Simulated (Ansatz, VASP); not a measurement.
Two plane-wave programs on Be3Br2

```
Be Br
1.0
     2.72173    1.57139    8.95109
    -2.72173    1.57139    8.95109
     0.00000   -3.14279    8.95109
Be Br
6 4
Direct
  0.46815 0.03185 0.25000
  0.25000 0.46815 0.03185
  0.03185 0.25000 0.46815
  0.53185 0.96815 0.75000
  0.75000 0.53185 0.96815
  0.96815 0.75000 0.53185
  0.43490 0.43490 0.43490
  0.06510 0.06510 0.06510
  0.56510 0.56510 0.56510
  0.93490 0.93490 0.93490
```

Alike in both runs: task relaxation of cell and atoms; functional PBE; k mesh 12 × 12 × 12; occupations gaussian, width 0.1 eV; no spin polarisation.

```csv
,VASP,Ansatz
version,VASP 6.6.1,Ansatz 0.2.0
potentials or method,"VASP PAW PBE potentials, release 64 (Be, Br), cutoff 600 eV","scalar-relativistic, plane waves, PAW"
valence electrons in the cell,40,40
```

Ansatz gave:

- gap on the k mesh at the Fermi level, each at its own relaxed structure (eV): none
- relaxed volume (Å³/atom): 23.67
- relaxed length of the cell vector where the two differ most in proportion (Å): 9.808

Q: What did VASP give for the same quantities?

A: gap on the k mesh at the Fermi level, each at its own relaxed structure (eV): none; relaxed volume (Å³/atom): 23.73; relaxed length of the cell vector where the two differ most in proportion (Å): 9.827.

A gap of «none» marks a metal or a gap that the smearing closes.
